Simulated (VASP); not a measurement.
# K (Im-3m) in VASP: notebook

Runs on K. Level: PBE. Tasks: relaxation of cell and atoms.

Everything below comes from runs of VASP 6.6.1. Logs are shortened: lines on timing, memory, paths and dates and some standing lists are left out, and cuts for length are marked.

### 1 The cell of the first run

The structure is cubic, space group Im-3m (No. 229). Conventional cell: a = 4.691 Å, b = 4.691 Å, c = 4.691 Å, α = 90.00°, β = 90.00°, γ = 90.00°. K (site symmetry m-3m) has 14 K at 4.06 to 4.69 Å within 5.3 Å.

### 2 Relaxation of cell and atoms, PBE, target pressure 2.5 GPa, at which the enthalpy is minimised

Input file INCAR:

```
SYSTEM = K
  PREC = Accurate
  ENCUT = 600
  EDIFF = 1E-6
  ISMEAR = -1
  SIGMA = 0.05
  LREAL = .FALSE.
  LASPH = .TRUE.
  NELM = 60
  ALGO = Normal
  ISIF = 3
  LWAVE = .FALSE.
  LCHARG = .FALSE.
  GGA = PE
  IBRION = 2
  NSW = 60
  EDIFFG = -0.005
  PSTRESS = 25.0
```

Input file KPOINTS:

```
regular mesh
0
G
  12 12 12
  0 0 0
```

Input file POSCAR:

```
K
1.0
   -2.3455839808      2.3455839808      2.3455839808
    2.3455839808     -2.3455839808      2.3455839808
    2.3455839808      2.3455839808     -2.3455839808
K
1
Direct
    0.0000000000      0.0000000000      0.0000000000
```

Potentials or basis: VASP PAW PBE potentials, release 64 (K_sv).

Launch:

```sh
cat potpaw_PBE.64/K_sv/POTCAR > POTCAR
mpirun -np 1 vasp_std > vasp.out
```

OUTCAR:

```text
SYSTEM = K
   PREC = Accurate
   ENCUT = 600
   EDIFF = 1E-6
   ISMEAR = -1
   LREAL = .FALSE.
   LASPH = .TRUE.
   NELM = 60
   ISIF = 3
   GGA = PE
   IBRION = 2
   NSW = 60
   EDIFFG = -0.005
   PSTRESS = 25.0

 ion  position               nearest neighbor table
   1  0.000  0.000  0.000-

  LATTYP: Found a body centered cubic cell.
 ALAT       =     4.6911679616

  Lattice vectors:

 A1 = (  -2.3455839808,   2.3455839808,   2.3455839808)
 A2 = (   2.3455839808,  -2.3455839808,   2.3455839808)
 A3 = (   2.3455839808,   2.3455839808,  -2.3455839808)

Analysis of symmetry for initial positions (statically):
=====================================================================
 Subroutine PRICEL returns:
 Original cell was already a primitive cell.

 Routine SETGRP: Setting up the symmetry group for a
 body centered cubic supercell.

 Subroutine GETGRP returns: Found 48 space group operations
 (whereof 48 operations were pure point group operations)
 out of a pool of 48 trial point group operations.

The static configuration has the point symmetry O_h .

Analysis of symmetry for dynamics (positions and initial velocities):
=====================================================================
 Subroutine PRICEL returns:
 Original cell was already a primitive cell.

 Routine SETGRP: Setting up the symmetry group for a
 body centered cubic supercell.

 Subroutine GETGRP returns: Found 48 space group operations
 (whereof 48 operations were pure point group operations)
 out of a pool of 48 trial point group operations.

The dynamic configuration has the point symmetry O_h .

 Subroutine INISYM returns: Found 48 space group operations
 (whereof 48 operations are pure point group operations),
 and found     1 'primitive' translations

----------------------------------------------------------------------------------------

                                     Primitive cell

  volume of cell :      51.6194

  direct lattice vectors                    reciprocal lattice vectors
    -2.345583981  2.345583981  2.345583981     0.000000000  0.213166531  0.213166531
     2.345583981 -2.345583981  2.345583981     0.213166531  0.000000000  0.213166531
     2.345583981  2.345583981 -2.345583981     0.213166531  0.213166531  0.000000000

  length of vectors
     4.062670628  4.062670628  4.062670628     0.301462999  0.301462999  0.301462999

  position of ions in fractional coordinates (direct lattice)
     0.000000000  0.000000000  0.000000000

  ion indices of the primitive-cell ions
   primitive index   ion index
                 1           1

----------------------------------------------------------------------------------------

 KPOINTS: regular mesh

Automatic generation of k-mesh.
 Grid dimensions read from file:
 generate k-points for:   12   12   12

 Generating k-lattice:

  Cartesian coordinates                     Fractional coordinates (reciprocal lattice)
     0.000000000  0.017763878  0.017763878     0.083333333  0.000000000  0.000000000
     0.017763878  0.000000000  0.017763878     0.000000000  0.083333333  0.000000000
     0.017763878  0.017763878  0.000000000     0.000000000  0.000000000  0.083333333

  Length of vectors
     0.025121917  0.025121917  0.025121917

  Shift w.r.t. Gamma in fractional coordinates (k-lattice)
     0.000000000  0.000000000  0.000000000

 Subroutine IBZKPT returns following result:
 ===========================================

 Found     72 irreducible k-points:

 Following reciprocal coordinates:
            Coordinates               Weight
  0.000000  0.000000  0.000000      1.000000
  0.083333  0.000000  0.000000     12.000000
  0.166667  0.000000  0.000000     12.000000
  0.250000  0.000000  0.000000     12.000000
  0.333333  0.000000  0.000000     12.000000
  0.416667  0.000000  0.000000     12.000000
[... 16 lines left out ...]
  0.333333  0.083333  0.083333     24.000000
  0.416667  0.083333  0.083333     12.000000
 [... further k-points ...]
   k-points           NKPTS =     72   k-points in BZ     NKDIM =     72   number of bands    NBANDS=      8
   number of dos      NEDOS =    301   number of ions     NIONS =      1
   total plane-waves  NPLWV =  32768
   dimension x,y,z NGX =    32 NGY =   32 NGZ =   32
   dimension x,y,z NGXF=    64 NGYF=   64 NGZF=   64
   ions per type =               1
   NGX,Y,Z   is equivalent  to a cutoff of  13.09, 13.09, 13.09 a.u.
   NGXF,Y,Z  is equivalent  to a cutoff of  26.19, 26.19, 26.19 a.u.
 SYSTEM =  K
   PREC   = accura    normal or accurate (medium, high low for compatibility)
   ISTART =      0    job   : 0-new  1-cont  2-samecut
   ICHARG =      2    charge: 1-file 2-atom 10-const
   ISPIN  =      1    spin polarized calculation?
   LNONCOLLINEAR =      F non collinear calculations
   LSORBIT =      F    spin-orbit coupling
   LASPH  =      T    aspherical Exc in radial PAW
   ENCUT  =  600.0 eV  44.10 Ry    6.64 a.u.   8.11  8.11  8.11*2*pi/ulx,y,z
   NELM   =     60;   NELMIN=  2; NELMDL= -5     # of ELM steps
   EDIFF  = 0.1E-05   stopping-criterion for ELM
   LREAL  =      F    real-space projection
   EDIFFG = -.5E-02   stopping-criterion for IOM
   NSW    =     60    number of steps for IOM
   IBRION =      2    ionic relax: 0-MD 1-quasi-New 2-CG
   NFREE  =      1    steps in history (QN), initial steepest desc. (CG)
   ISIF   =      3    stress and relaxation
   ISYM   =      2    0-nonsym 1-usesym 2-fastsym
   POTIM  = 0.5000    time-step for ionic-motion
   TEBEG  =    0.0;   TEEND  =   0.0 temperature during run
   PSTRESS=   25.0 pullay stress
   NELECT =       9.0000    total number of electrons
   NUPDOWN=      -1.0000    fix difference up-down
   EMIN   =  10.00;   EMAX   =-10.00  energy-range for DOS
   EFERMI =   0.00;   METHOD = LEGACY
   ISMEAR =    -1;   SIGMA  =   0.05  broadening in eV -4-tet -1-fermi 0-gaus
   EFERMI_NEDOS =   21; number of points for ismear=-14 and -15
   IALGO  =     38    algorithm
   IMIX   =      4    mixing-type and parameters
     AMIX     =   0.40;   BMIX     =  1.00
     AMIX_MAG =   1.60;   BMIX_MAG =  1.00
  volume/ion in A,a.u.               =      51.62       348.34
  Fermi-wavevector in a.u.,A,eV,Ry     =   0.914572  1.728291 11.380490  0.836442
  Thomas-Fermi vector in A             =   2.039214
   LORBIT       =      0    0 simple, 1 ext, 2 COOP (PROOUT), +10 PAW based schemes
   GGA     = PE    functional components
   LHFCALC =     F    Hartree Fock is set to
   AEXX    =    0.0000 exact exchange contribution
   IVDW    =     0    specifies the selected vdW correction
   LEPSILON=     F    determine dielectric tensor
   LRPA    =     F    only Hartree local field effects (RPA)
 conjugate gradient relaxation of ions
 non-spin polarized calculation
  energy-cutoff  :      600.00
  volume of cell :       51.62
 maximum number of plane-waves:      1754
   NGX = 17   NGY = 17   NGZ = 17

 number of electron       9.0000001 magnetization

 Free energy of the ion-electron system (eV)
  ---------------------------------------------------
  ext. energy  EPLUGINS =         0.00000000
  ---------------------------------------------------
  free energy    TOTEN  =        -0.91904961 eV

  energy without entropy =       -0.91227038  energy(sigma->0) =       -0.91565999

 E-fermi :   0.8326     XC(G=0):  -6.5859

 val. band max:        0.8220435130   @ k =   0.2500   0.2500   0.0000
 cond. band min:       0.8841765200   @ k =   0.3333   0.1667   0.0000
 fundamental gap:      0.0621330071
 Fermi energy:         0.8325519455

 k-point     1 :       0.0000    0.0000    0.0000
  band No.  band energies     occupation
      1     -31.1834      2.00000
      2     -14.5779      2.00000
      3     -14.5779      2.00000
      4     -14.5779      2.00000
      5      -1.8632      2.00000
      6       5.4112      0.00000
      7       5.4112      0.00000
      8       5.4112      0.00000

 k-point     2 :       0.0833    0.0000    0.0000
  band No.  band energies     occupation
      1     -31.1821      2.00000
      2     -14.5934      2.00000
      3     -14.5826      2.00000
      4     -14.5780      2.00000
      5      -1.7459      2.00000
      6       5.2746      0.00000
      7       5.2778      0.00000
      8       5.5163      0.00000

 k-point     3 :       0.1667    0.0000    0.0000
  band No.  band energies     occupation
      1     -31.1782      2.00000
      2     -14.6354      2.00000
      3     -14.5955      2.00000
      4     -14.5783      2.00000
      5      -1.4036      2.00000
      6       4.7399      0.00000
      7       4.9523      0.00000
      8       5.8274      0.00000

 k-point     4 :       0.2500    0.0000    0.0000
  band No.  band energies     occupation
      1     -31.1730      2.00000
      2     -14.6916      2.00000
      3     -14.6129      2.00000
      4     -14.5786      2.00000
      5      -0.8642      2.00000
      6       3.9579      0.00000
      7       4.5917      0.00000
      8       6.3350      0.00000

 k-point     5 :       0.3333    0.0000    0.0000
  band No.  band energies     occupation
      1     -31.1678      2.00000
      2     -14.7466      2.00000
      3     -14.6303      2.00000
      4     -14.5790      2.00000
      5      -0.1728      2.00000
      6       3.1531      0.00000
      7       4.2894      0.00000
      8       6.5024      0.00000

 k-point     6 :       0.4167    0.0000    0.0000
  band No.  band energies     occupation
      1     -31.1640      2.00000
      2     -14.7861      2.00000
      3     -14.6430      2.00000
      4     -14.5793      2.00000
      5       0.6018      1.98038
      6       2.3700      0.00000
      7       4.0939      0.00000
      8       6.4829      0.00000

 k-point     7 :       0.5000    0.0000    0.0000
  band No.  band energies     occupation
      1     -31.1626      2.00000
      2     -14.8004      2.00000
      3     -14.6476      2.00000
      4     -14.5794      2.00000
      5       1.1903      0.00156
      6       1.7930      0.00000
      7       4.0267      0.00000
      8       6.4335      0.00000
[... 133 lines left out ...]
 k-point    20 :       0.0833    0.0833    0.0833
  band No.  band energies     occupation
      1     -31.1761      2.00000
      2     -14.6628      2.00000
      3     -14.5889      2.00000
      4     -14.5889      2.00000
      5      -1.1823      2.00000
      6       4.5394      0.00000
      7       4.5394      0.00000
      8       6.0731      0.00000

 k-point    21 :       0.1667    0.0833    0.0833
  band No.  band energies     occupation
      1     -31.1715      2.00000
      2     -14.7079      2.00000
      3     -14.6082      2.00000
      4     -14.5904      2.00000
      5      -0.6537      2.00000
      6       3.8801      0.00000
      7       4.1684      0.00000
      8       6.5234      0.00000

 k-point    22 :       0.2500    0.0833    0.0833
  band No.  band energies     occupation
      1     -31.1668      2.00000
      2     -14.7480      2.00000
      3     -14.6317      2.00000
      4     -14.5919      2.00000
      5       0.0277      2.00000
      6       3.1688      0.00000
      7       3.8903      0.00000
      8       6.6417      0.00000

 k-point    23 :       0.3333    0.0833    0.0833
  band No.  band energies     occupation
      1     -31.1635      2.00000
      2     -14.7753      2.00000
      3     -14.6504      2.00000
      4     -14.5931      2.00000
      5       0.7975      1.33676
      6       2.4450      0.00000
      7       3.7195      0.00000
      8       6.5664      0.00000

 k-point    24 :       0.4167    0.0833    0.0833
  band No.  band energies     occupation
      1     -31.1622      2.00000
      2     -14.7849      2.00000
      3     -14.6575      2.00000
      4     -14.5935      2.00000
      5       1.4217      0.00002
      6       1.8524      0.00000
      7       3.6621      0.00000
      8       6.4745      0.00000

 [... further k-points ...]

------------------------ aborting loop because EDIFF is reached ----------------------------------------

  FORCE on cell =-STRESS in cart. coord.  units (eV):
  Direction    XX          YY          ZZ          XY          YZ          ZX
  --------------------------------------------------------------------------------------
  -------------------------------------------------------------------------------------
  Total        0.8079063      0.8079063      0.8079063      0.0000000     -0.0000000      0.0000000
  in kB       25.0760220     25.0760220     25.0760220      0.0000000     -0.0000000      0.0000000
  external PRESSURE =       0.0760220 kB  Pullay stress =      25.0000000 kB

 VOLUME and BASIS-vectors are now :
 -----------------------------------------------------------------------------
  energy-cutoff  :      600.00
  volume of cell :       51.62
      direct lattice vectors                 reciprocal lattice vectors
    -2.345583981  2.345583981  2.345583981     0.000000000  0.213166531  0.213166531
     2.345583981 -2.345583981  2.345583981     0.213166531  0.000000000  0.213166531
     2.345583981  2.345583981 -2.345583981     0.213166531  0.213166531  0.000000000

 POSITION                                       TOTAL-FORCE (eV/Angst)
 -----------------------------------------------------------------------------------
      0.00000      0.00000      0.00000         0.000000      0.000000      0.000000
 -----------------------------------------------------------------------------------
    total drift:                                0.000000      0.000000      0.000000

  FREE ENERGIE OF THE ION-ELECTRON SYSTEM (eV)
  ---------------------------------------------------
  free  energy   TOTEN  =        -0.9190496141 eV

  energy  without entropy=       -0.9122703756  energy(sigma->0) =       -0.91565999

  enthalpy is  TOTEN    =        -0.1135925802 eV   P V=        0.8054570339

 reached required accuracy - stopping structural energy minimisation
```

It took 16 s on 1 thread of Intel Xeon 6975P-C, shared host; peak memory 0.19 GiB.

Results:

```
Free energy             : -0.9190 eV
Pressure after relaxing : 2.5 GPa
```

Final structure:
```yaml
crystal:
  lattice:
    - [-2.34558, 2.34558, 2.34558]
    - [2.34558, -2.34558, 2.34558]
    - [2.34558, 2.34558, -2.34558]
  atoms:
    - { symbol: K, position: [0.00000, 0.00000, 0.00000] }
```

Caveat: the relaxation stopped at its first step, so nothing moved; the cell is relaxed towards a set pressure, so the enthalpy falls and the energy may rise.

(Part 1 of 2 ends here.)
